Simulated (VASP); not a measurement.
# Te2Mo in VASP: further runs

Runs on Te2Mo. Level: PBEsol. Tasks: single point.

Everything below comes from runs of VASP 6.6.1. Logs are shortened: lines on timing, memory, paths and dates and some standing lists are left out, and cuts for length are marked.

**1. The cell of the first run**

The cell holds a slab with vacuum, 3 atoms: a = 3.553 Å, b = 3.553 Å, c = 17.494 Å, α = 90.01°, β = 90.05°, γ = 120.03°.

**2. Single point, PBEsol**

The input, INCAR:

```
PREC = Accurate
ENCUT = 520
EDIFF = 1E-7
ISMEAR = 1
SIGMA = 0.1
LREAL = F
LASPH = T
NELM = 80
ALGO = Normal
ISIF = 2
LWAVE = F
LCHARG = T
GGA = PS
LELF = T
LVHAR = T
NBANDS = 20
```

The input, KPOINTS:

```
Automatic mesh
0
Gamma
  6 6 2
```

The input, POSCAR:

```
Te2Mo
1.0
    3.5526333347     -0.0010388394     -0.0014349742
   -1.7772163337      3.0769593804     -0.0002655096
   -0.0070631816     -0.0055869876     17.4942608637
Te Mo
2 1
Direct
    0.3219254776      0.6512944112      0.8971104694
    0.3362611249      0.6604094115      0.1032680131
    0.0054348574     -0.0122372525      0.0004424961
```

Potentials or basis: VASP PAW PBE potentials, release 64 (Te, Mo_sv).

Command:

```console
$ cat potpaw_PBE.64/Te/POTCAR potpaw_PBE.64/Mo_sv/POTCAR > POTCAR
$ mpirun -np 1 vasp_std > vasp.out
```

OUTCAR:

```text
PREC = Accurate
   ENCUT = 520
   EDIFF = 1E-7
   ISMEAR = 1
   LREAL = F
   LASPH = T
   NELM = 80
   ISIF = 2
   GGA = PS

 ion  position               nearest neighbor table
   1  0.322  0.651  0.897-   3 2.70   3 2.73   3 2.77   2 3.61
   2  0.336  0.660  0.103-   3 2.71   3 2.74   3 2.74   1 3.61
   3  0.005  0.988  0.000-   1 2.70   2 2.71   1 2.73   2 2.74   2 2.74   1 2.77

  LATTYP: Found a triclinic cell.
 ALAT       =     3.5515342591
 B/A-ratio  =     1.0003095894
 C/A-ratio  =     4.9258325854
 COS(alpha) =     0.0008075677
 COS(beta)  =     0.0009572271
 COS(gamma) =     0.4996482916

  Lattice vectors:

 A1 = (   1.7754170010,   3.0759205410,  -0.0017004838)
 A2 = (   3.5526333347,  -0.0010388394,  -0.0014349742)
 A3 = (   0.0070631816,   0.0055869876, -17.4942608637)

Analysis of symmetry for initial positions (statically):
=====================================================================
 Subroutine PRICEL returns:
 Original cell was already a primitive cell.

 Routine SETGRP: Setting up the symmetry group for a
 triclinic supercell.

 Subroutine GETGRP returns: Found  1 space group operations
 (whereof  1 operations were pure point group operations)
 out of a pool of  2 trial point group operations.

The static configuration has the point symmetry C_1 .

Analysis of symmetry for dynamics (positions and initial velocities):
=====================================================================
 Subroutine PRICEL returns:
 Original cell was already a primitive cell.

 Routine SETGRP: Setting up the symmetry group for a
 triclinic supercell.

 Subroutine GETGRP returns: Found  1 space group operations
 (whereof  1 operations were pure point group operations)
 out of a pool of  2 trial point group operations.

The dynamic configuration has the point symmetry C_1 .

 Subroutine INISYM returns: Found  1 space group operations
 (whereof  1 operations are pure point group operations),
 and found     1 'primitive' translations

----------------------------------------------------------------------------------------

                                     Primitive cell

  volume of cell :     191.2028

  direct lattice vectors                    reciprocal lattice vectors
     3.552633335 -0.001038839 -0.001434974     0.281528958  0.162607901  0.000165596
    -1.777216334  3.076959380 -0.000265510     0.000095091  0.325051098  0.000103847
    -0.007063182 -0.005586988 17.494260864     0.000023094  0.000018271  0.057161618
[... 85 lines left out ...]
   NELM   =     80;   NELMIN=  2; NELMDL= -5     # of ELM steps
   EDIFF  = 0.1E-06   stopping-criterion for ELM
   LREAL  =      F    real-space projection
   EDIFFG = 0.1E-05   stopping-criterion for IOM
   NSW    =      0    number of steps for IOM
   IBRION =     -1    ionic relax: 0-MD 1-quasi-New 2-CG
   NFREE  =      0    steps in history (QN), initial steepest desc. (CG)
   ISIF   =      2    stress and relaxation
   ISYM   =      2    0-nonsym 1-usesym 2-fastsym
   POTIM  = 0.5000    time-step for ionic-motion
   TEBEG  =    0.0;   TEEND  =   0.0 temperature during run
   PSTRESS=    0.0 pullay stress
   NELECT =      26.0000    total number of electrons
   NUPDOWN=      -1.0000    fix difference up-down
   EMIN   =  10.00;   EMAX   =-10.00  energy-range for DOS
   EFERMI =   0.00;   METHOD = LEGACY
   ISMEAR =     1;   SIGMA  =   0.10  broadening in eV -4-tet -1-fermi 0-gaus
   EFERMI_NEDOS =   21; number of points for ismear=-14 and -15
   IALGO  =     38    algorithm
   IMIX   =      4    mixing-type and parameters
     AMIX     =   0.40;   BMIX     =  1.00
     AMIX_MAG =   1.60;   BMIX_MAG =  1.00
  volume/ion in A,a.u.               =      63.73       430.10
  Fermi-wavevector in a.u.,A,eV,Ry     =   0.841850  1.590865  9.642596  0.708711
  Thomas-Fermi vector in A             =   1.956461
   LORBIT       =      0    0 simple, 1 ext, 2 COOP (PROOUT), +10 PAW based schemes
   GGA     = PS    functional components
   LHFCALC =     F    Hartree Fock is set to
   AEXX    =    0.0000 exact exchange contribution
   IVDW    =     0    specifies the selected vdW correction
   LEPSILON=     F    determine dielectric tensor
   LRPA    =     F    only Hartree local field effects (RPA)
 non-spin polarized calculation
 Methfessel and Paxton  Order N= 1 SIGMA  =   0.10
  energy-cutoff  :      520.00
  volume of cell :      191.20
 maximum number of plane-waves:      5221
 NGX is ok and might be reduce to    28
   NGX = 13   NGY = 13   NGZ = 65

 number of electron      26.0000001 magnetization

 Free energy of the ion-electron system (eV)
  ---------------------------------------------------
  ext. energy  EPLUGINS =         0.00000000
  ---------------------------------------------------
  free energy    TOTEN  =       -19.57312534 eV

  energy without entropy =      -19.57344761  energy(sigma->0) =      -19.57323277

 E-fermi :   0.1437     XC(G=0):  -4.7735

 val. band max:        0.0594831796   @ k =   0.3333   0.3333   0.5000
 cond. band min:       1.1334060829   @ k =   0.3333   0.3333  -0.0000
 fundamental gap:      1.0739229034
 Fermi energy:         0.1436678445

 k-point     1 :       0.0000    0.0000    0.0000
  band No.  band energies     occupation
      1     -60.5299      2.00000
      2     -34.7090      2.00000
      3     -34.6000      2.00000
      4     -34.5900      2.00000
      5     -12.5041      2.00000
      6     -11.5496      2.00000
[... 541 lines left out ...]
     19       5.9745      0.00000
     20       6.5910      0.00000

 [... further k-points ...]

------------------------ aborting loop because EDIFF is reached ----------------------------------------

  FORCE on cell =-STRESS in cart. coord.  units (eV):
  Direction    XX          YY          ZZ          XY          YZ          ZX
  --------------------------------------------------------------------------------------
  -------------------------------------------------------------------------------------
  Total       -1.5799555     -1.6305420     -0.9802214     -0.2117872     -0.2603610     -0.3282450
  in kB      -13.2391820    -13.6630700     -8.2137309     -1.7746632     -2.1816857     -2.7505177
  external PRESSURE =     -11.7053276 kB  Pullay stress =       0.0000000 kB

 VOLUME and BASIS-vectors are now :
 -----------------------------------------------------------------------------
  energy-cutoff  :      520.00
  volume of cell :      191.20
      direct lattice vectors                 reciprocal lattice vectors
     3.552633335 -0.001038839 -0.001434974     0.281528958  0.162607901  0.000165596
    -1.777216334  3.076959380 -0.000265510     0.000095091  0.325051098  0.000103847
    -0.007063182 -0.005586988 17.494260864     0.000023094  0.000018271  0.057161618

 POSITION                                       TOTAL-FORCE (eV/Angst)
 -----------------------------------------------------------------------------------
     -0.02014      1.99866     15.69365         0.335177      0.038888      0.307397
      0.02019      2.03113      1.80594         0.153996     -0.105984     -0.230031
     -1.73616      3.03930      0.00747        -0.489173      0.067096     -0.077366
 -----------------------------------------------------------------------------------
    total drift:                                0.000121      0.000131     -0.000116

  FREE ENERGIE OF THE ION-ELECTRON SYSTEM (eV)
  ---------------------------------------------------
  free  energy   TOTEN  =       -19.5731253422 eV

  energy  without entropy=      -19.5734476128  energy(sigma->0) =      -19.57323277
```

OSZICAR:

```text
N       E                     dE             d eps       ncg     rms          rms(c)
DAV:   1     0.128820343170E+03    0.12882E+03   -0.11567E+04  2168   0.104E+03
DAV:   2    -0.118180315910E+02   -0.14064E+03   -0.13666E+03  2184   0.221E+02
DAV:   3    -0.201729364610E+02   -0.83549E+01   -0.82750E+01  2140   0.444E+01
[... 15 lines left out ...]
DAV:  19    -0.195731186118E+02   -0.10038E-04   -0.31776E-07  1624   0.165E-03    0.172E-03
DAV:  20    -0.195731245679E+02   -0.59562E-05   -0.24666E-07  1476   0.116E-03    0.114E-03
DAV:  21    -0.195731251557E+02   -0.58775E-06   -0.22385E-08  1520   0.660E-04    0.458E-04
DAV:  22    -0.195731253208E+02   -0.16511E-06   -0.57168E-09  1192   0.297E-04    0.145E-04
DAV:  23    -0.195731253422E+02   -0.21430E-07   -0.72060E-10  1192   0.103E-04
   1 F= -.19573125E+02 E0= -.19573233E+02  d E =0.322271E-03
```

Run time: 3.4 min. Hardware: 1 thread of Intel Xeon Platinum 8375C at 2.90GHz (Ice Lake), shared host; peak memory 0.4 GiB.

What came out:

* Free energy: -19.5731 eV
* Largest force: 0.500 eV/Å
* Band gap on the k mesh: 1.07 eV

Forces in eV/Å, atoms in the order of the input:
```
Te   0.335  0.039  0.307
Te   0.154 -0.106 -0.230
Mo  -0.489  0.067 -0.077
```

Caveat: the PAW data sets were made with another functional, which shifts forces and pressure a little; spin-orbit coupling is left out, which moves the levels of the heavy elements.

**3. Single point, PBEsol**

This run uses another cell than the first one.

The input, INCAR:

```
SYSTEM = Te2Mo
PREC = Accurate
ENCUT = 520
EDIFF = 1E-6
ISMEAR = 1
SIGMA = 0.1
LREAL = .False.
LASPH = .True.
NELM = 60
ALGO = Normal
ISIF = 2
LWAVE = .False.
LCHARG = .False.
GGA = PS
NBANDS = 20
```

The input, KPOINTS:

```
regular mesh
0
Gamma
  6 6 2
  0 0 0
```

The input, POSCAR:

```
Te2Mo
1.0
    3.5602328100      0.0000000000      0.0000000000
   -1.7801164100      3.0832520600      0.0000000000
    0.0000000000      0.0000000000     17.5240578200
Te Mo
2 1
Direct
    0.3207508095      0.6511774616      0.8968413036
    0.3359028908      0.6608084736      0.1034814457
    0.0069677643     -0.0125193664      0.0004982360
```

Potentials or basis: VASP PAW PBE potentials, release 64 (Te, Mo_sv).

Command:

```console
$ cat potpaw_PBE.64/Te/POTCAR potpaw_PBE.64/Mo_sv/POTCAR > POTCAR
$ mpirun -np 1 vasp_std > vasp.out
```

OUTCAR:

```text
SYSTEM = Te2Mo
   PREC = Accurate
   ENCUT = 520
   EDIFF = 1E-6
   ISMEAR = 1
   LREAL = .False.
   LASPH = .True.
   NELM = 60
   ISIF = 2
   GGA = PS

 ion  position               nearest neighbor table
   1  0.321  0.651  0.897-   3 2.71   3 2.74   3 2.79   2 3.62
   2  0.336  0.661  0.103-   3 2.71   3 2.75   3 2.75   1 3.62
   3  0.007  0.987  0.000-   1 2.71   2 2.71   1 2.74   2 2.75   2 2.75   1 2.79

  LATTYP: Found a hexagonal cell.
 ALAT       =     3.5602328100
 C/A-ratio  =     4.9221662614

  Lattice vectors:

 A1 = (   3.5602328100,   0.0000000000,   0.0000000000)
 A2 = (  -1.7801164100,   3.0832520600,   0.0000000000)
 A3 = (   0.0000000000,   0.0000000000,  17.5240578200)

Analysis of symmetry for initial positions (statically):
=====================================================================
 Subroutine PRICEL returns:
 Original cell was already a primitive cell.

 Routine SETGRP: Setting up the symmetry group for a
 hexagonal supercell.

 Subroutine GETGRP returns: Found  1 space group operations
 (whereof  1 operations were pure point group operations)
 out of a pool of 24 trial point group operations.

[... 164 lines left out ...]

 E-fermi :   0.1239     XC(G=0):  -4.7666

 val. band max:        0.0396946320   @ k =   0.3333   0.3333   0.5000
 cond. band min:       1.1062307977   @ k =   0.3333   0.3333   0.0000
 fundamental gap:      1.0665361656
 Fermi energy:         0.1238774801

 k-point     1 :       0.0000    0.0000    0.0000
  band No.  band energies     occupation
      1     -60.5679      2.00000
      2     -34.7420      2.00000
      3     -34.6357      2.00000
      4     -34.6249      2.00000
      5     -12.4885      2.00000
      6     -11.5554      2.00000
[... 541 lines left out ...]
     19       4.9969      0.00000
     20       6.4928      0.00000

 [... further k-points ...]

------------------------ aborting loop because EDIFF is reached ----------------------------------------

  FORCE on cell =-STRESS in cart. coord.  units (eV):
  Direction    XX          YY          ZZ          XY          YZ          ZX
  --------------------------------------------------------------------------------------
  -------------------------------------------------------------------------------------
  Total       -1.8822634     -1.9498999     -1.4399128     -0.2645819     -0.2878422     -0.3638015
  in kB      -15.6772133    -16.2405520    -11.9929125     -2.2036806     -2.3974132     -3.0300720
  external PRESSURE =     -14.6368926 kB  Pullay stress =       0.0000000 kB

 VOLUME and BASIS-vectors are now :
 -----------------------------------------------------------------------------
  energy-cutoff  :      520.00
  volume of cell :      192.36
      direct lattice vectors                 reciprocal lattice vectors
     3.560232810  0.000000000  0.000000000     0.280880508  0.162166437  0.000000000
    -1.780116410  3.083252060  0.000000000     0.000000000  0.324332873  0.000000000
     0.000000000  0.000000000 17.524057820     0.000000000  0.000000000  0.057064409

 POSITION                                       TOTAL-FORCE (eV/Angst)
 -----------------------------------------------------------------------------------
     -0.01722      2.00774     15.71630         0.397665      0.036119      0.443929
      0.01958      2.03744      1.81341         0.198694     -0.123166     -0.345331
     -1.73302      3.04465      0.00873        -0.596359      0.087048     -0.098598
 -----------------------------------------------------------------------------------
    total drift:                                0.000145      0.000078     -0.000148

  FREE ENERGIE OF THE ION-ELECTRON SYSTEM (eV)
  ---------------------------------------------------
  free  energy   TOTEN  =       -19.5546570023 eV

  energy  without entropy=      -19.5549793136  energy(sigma->0) =      -19.55476444
```

OSZICAR:

```text
N       E                     dE             d eps       ncg     rms          rms(c)
DAV:   1     0.131364490562E+03    0.13136E+03   -0.11573E+04  2136   0.104E+03
DAV:   2    -0.115122180183E+02   -0.14288E+03   -0.13886E+03  2192   0.221E+02
DAV:   3    -0.201585183901E+02   -0.86463E+01   -0.85572E+01  2108   0.453E+01
[... 13 lines left out ...]
DAV:  17    -0.195545870072E+02   -0.62746E-04   -0.45912E-06  1960   0.786E-03    0.524E-03
DAV:  18    -0.195546385622E+02   -0.51555E-04   -0.15031E-06  1568   0.423E-03    0.330E-03
DAV:  19    -0.195546504764E+02   -0.11914E-04   -0.37344E-07  1332   0.182E-03    0.158E-03
DAV:  20    -0.195546564242E+02   -0.59478E-05   -0.25911E-07  1436   0.120E-03    0.117E-03
DAV:  21    -0.195546570023E+02   -0.57814E-06   -0.21945E-08  1172   0.686E-04
   1 F= -.19554657E+02 E0= -.19554764E+02  d E =0.322311E-03
```

stdout:

```text
POSCAR found type information on POSCAR TeMo
 POSCAR found :  2 types and       3 ions
 scaLAPACK will be used
 -----------------------------------------------------------------------------
|                                                                             |
|                                                                             |
|     You enforced a specific xc type in the INCAR file but a different       |
|     I HOPE YOU KNOW WHAT YOU ARE DOING!                                     |
|                                                                             |
 -----------------------------------------------------------------------------

 LDA part: xc-table for (Slater+PW92), standard interpolation
 POSCAR, INCAR and KPOINTS ok, starting setup
 FFT: planning ... GRIDC
 FFT: planning ... GRID_SOFT
 FFT: planning ... GRID
 WAVECAR not read
 entering main loop
```

It took 3.2 min on 1 thread of Intel Xeon Platinum 8375C at 2.90GHz (Ice Lake), shared host; peak memory 0.4 GiB.

What came out:

* Free energy: -19.5547 eV
* Largest force: 0.611 eV/Å
* Band gap on the k mesh: 1.07 eV

Forces in eV/Å, atoms in the order of the input:
```
Te   0.398  0.036  0.444
Te   0.199 -0.123 -0.345
Mo  -0.596  0.087 -0.099
```

Caveat: the PAW data sets were made with another functional, which shifts forces and pressure a little; spin-orbit coupling is left out, which moves the levels of the heavy elements.

(Part 1 of 2 ends here.)
